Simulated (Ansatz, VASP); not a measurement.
Si4N in VASP and in Ansatz

The input INCAR:

```
ALGO = Normal
DIPOL = 0.5 0.5 0.327
EDIFF = 1E-6
ENCUT = 520
GGA = PE
IDIPOL = 3
ISIF = 2
ISMEAR = 0
ISPIN = 2
IVDW = 12
LASPH = T
LCHARG = F
LDIPOL = T
LORBIT = 11
LREAL = F
LWAVE = F
MAGMOM = 0 0 0 0 3
NBANDS = 22
NELM = 150
PREC = Accurate
SIGMA = 0.05
```

The input KPOINTS:

```
k-points
0
Gamma
  7 7 1
```

Contents of POSCAR:

```
Si4N
1.0
    3.8333442755      0.0000000000      0.0000000000
    0.0000000000      3.8333442755      0.0000000000
    0.0000000000      0.0000000000     21.1034818114
Si N
4 1
Direct
    0.0000000000      0.5000000000      0.1895421825
    0.0000000000      0.0000000000      0.2537634269
    0.5000000000      0.0000000000      0.3207061922
    0.5000000000      0.5000000000      0.3839879070
    0.7500000000      0.8750000000      0.4882361074
```

Input for Ansatz:

```yaml
crystal:
  lattice:
    - [3.8333442755, 0.0, 0.0]
    - [0.0, 3.8333442755, 0.0]
    - [0.0, 0.0, 21.1034818114]
  atoms:
    - { symbol: Si, position: [0.0, 0.5, 0.1895421825] }
    - { symbol: Si, position: [0.0, 0.0, 0.2537634269] }
    - { symbol: Si, position: [0.5, 0.0, 0.3207061922] }
    - { symbol: Si, position: [0.5, 0.5, 0.383987907] }
    - { symbol: "N", position: [0.75, 0.875, 0.4882361074], spin: 3.0 }
basis:
  ecutwfc: 420
kpoints:
  mp_grid: { grid: [7, 7, 1] }
hamiltonian:
  xc: pbe
  pseudopotentials: { kind: paw, azcp: { folder: soft_1 } }
  dispersion: d3bj
scf:
  occupations: { method: gaussian, width: 0.05 }
output:
  forces: true
  eigenvalues: true
  populations: true
magnetization:
  spin_polarized: true
efield:
  axis: 3
  dipole_correction: true
  ramp_width: 0.04
```

Alike in both runs: task single point; functional PBE; dispersion D3(BJ); k mesh 7 × 7 × 1; occupations gaussian, width 0.05 eV; collinear spin.

|  | VASP | Ansatz |
| --- | --- | --- |
| version | VASP 6.6.1 | Ansatz 0.2.0 |
| potentials or method | VASP PAW PBE potentials, release 64 (Si, N), cutoff 520 eV | scalar-relativistic, plane waves, PAW |
| valence electrons in the cell | 21 | 21 |

Ansatz gave:

```
gap on the k mesh at the Fermi level (eV)                     : none
rms of the force components (eV/Å)                            : 0.360
net moment per atom (μB)                                      : 0.46
size of the moment on the site where the two differ most (μB) : 2.34
```

Which values does VASP return?

gap on the k mesh at the Fermi level (eV): none; rms of the force components (eV/Å): 0.360; net moment per atom (μB): 0.46; size of the moment on the site where the two differ most (μB): 1.71.

Site moments also hang on the region over which each program counts them. Atom by atom the forces differ by 0.002 eV/Å (rms over components). A gap of «none» marks a metal or a gap that the smearing closes.
